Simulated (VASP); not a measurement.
Input of a VASP 6.6.1 run:

INCAR

```
PREC = Accurate ; ENCUT = 520
EDIFF = 1E-6 ; ISMEAR = -1
SIGMA = 0.05 ; LREAL = False
LASPH = True ; NELM = 150
ALGO = Normal ; ISIF = 2
LWAVE = False ; LCHARG = False
LNONCOLLINEAR = True ; MAGMOM = 0 0 0 0 0 0
LORBIT = 11 ; LSORBIT = True
GGA_COMPAT = False ; LORBMOM = True
LMAXMIX = 4 ; GGA = PS
NBANDS = 30
```

Contents of KPOINTS:

```
Automatic mesh
0
Gamma
  8 8 5
```

POSCAR

```
Ir
1.0
    2.7513778946      0.0000000000      0.0000000000
   -1.3756889473      2.3827631521      0.0000000000
    0.0000000000      0.0000000000      4.4622900000
Ir
2
Direct
    0.3333333333      0.6666666667      0.2500000000
    0.6666666667      0.3333333333      0.7500000000
```

Potentials or basis: VASP PAW PBE potentials, release 64 (Ir).

Run with:

```bash
$ cat potpaw_PBE.64/Ir/POTCAR > POTCAR
$ mpirun -np 1 vasp_ncl > vasp.out
```

(1) Estimate the net moment.

(2) What does it give for the pressure?

Results:

(1) 0.00 μB per cell.

(2) -9.9 GPa.

Caveat: the PAW data sets were made with another functional, which shifts forces and pressure a little.
